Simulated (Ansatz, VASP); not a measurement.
# F: VASP beside Ansatz

INCAR

```
PREC = Accurate
ENCUT = 520
EDIFF = 1E-6
ISMEAR = -1
SIGMA = 0.1
LREAL = False
LASPH = True
NELM = 100
ALGO = Normal
ISIF = 2
LWAVE = False
LCHARG = False
GGA = PS
NBANDS = 14
```

Contents of KPOINTS:

```
Automatic mesh
0
Gamma
  18 18 10
```

POSCAR

```
F
1.0
    2.6661366859      0.0000000000      0.0000000000
   -1.3330683430      2.3089420999      0.0000000000
    0.0000000000      0.0000000000      2.8669239938
F
2
Direct
    0.3333333333      0.6666666667      0.2500000000
    0.6666666667      0.3333333333      0.7500000000
```

Input for Ansatz:

```yaml
crystal:
  lattice:
    - [2.6661366859, 0.0, 0.0]
    - [-1.333068343, 2.3089420999, 0.0]
    - [0.0, 0.0, 2.8669239938]
  atoms:
    - { symbol: F, position: [0.3333333333, 0.6666666667, 0.25] }
    - { symbol: F, position: [0.6666666667, 0.3333333333, 0.75] }
kpoints:
  mp_grid: { grid: [18, 18, 10] }
scf:
  occupations: { method: fermi_dirac, width: 0.1 }
hamiltonian:
  xc: pbesol
  pseudopotentials: { kind: all_electron, lapw: { basis_error: 0.001 } }
output:
  forces: true
  stress: true
  eigenvalues: true
  populations: true
```

Change from the starting cell: volume scaled by 0.9, LAPW.

Alike in both runs: task single point; functional PBEsol; k mesh 18 × 18 × 10; occupations fermi-dirac, width 0.1 eV; no spin polarisation.

|  | VASP | Ansatz |
| --- | --- | --- |
| version | VASP 6.6.1 | Ansatz 0.2.0 |
| potentials or method | VASP PAW PBE potentials, release 64 (F), cutoff 520 eV | all-electron LAPW, scalar-relativistic |

Ansatz gave:

* pressure (GPa): 8.4

**Question.** What did VASP give for the same quantities?

**Answer.** Pressure (GPa): 7.4.

VASP's potentials were made for PBE, not for PBEsol. Ansatz ran all-electron here, and VASP with PAW potentials.
